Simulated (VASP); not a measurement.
The system is Fe.

```
Fe
1.0
    -1.43040    1.43040    1.43040
     1.43040   -1.43040    1.43040
     1.43040    1.43040   -1.43040
Fe
1
Direct
  0.00000 0.00000 0.00000
```

Base run:

| Item | Value |
| --- | --- |
| Program | VASP 6.6.1 |
| Functional | PBE |
| Potentials or basis | VASP PAW PBE potentials, release 64 (Fe_sv) |
| Cutoff | 690 eV |
| k mesh | 12 × 12 × 12 |
| Occupations | fermi-dirac, width 0.05 eV |
| Spin | collinear spin, ferromagnetic start |
| Starting moments | [1.23] μB |
| Fixed moment | 1.23 μB |
| Hubbard terms | Fe d U = 5.3 eV |

Its results: pressure -3.9 GPa; site moments Fe +1.36 μB.

Question: The run is repeated on the same cell with these changes: fixed moment from 1.23 μB to 3.68 μB; moments at the start from [1.23] to [3.68]. What comes out?

Answer: Pressure 48.5 GPa; site moments Fe +3.59 μB.

Caveats: the total moment is fixed, so each spin has its own Fermi level and the state may be an excited one; the U is typed as a test and isn't derived for this compound; the cell stands under tension (at least some runs); the cell stands under pressure (at least some runs).
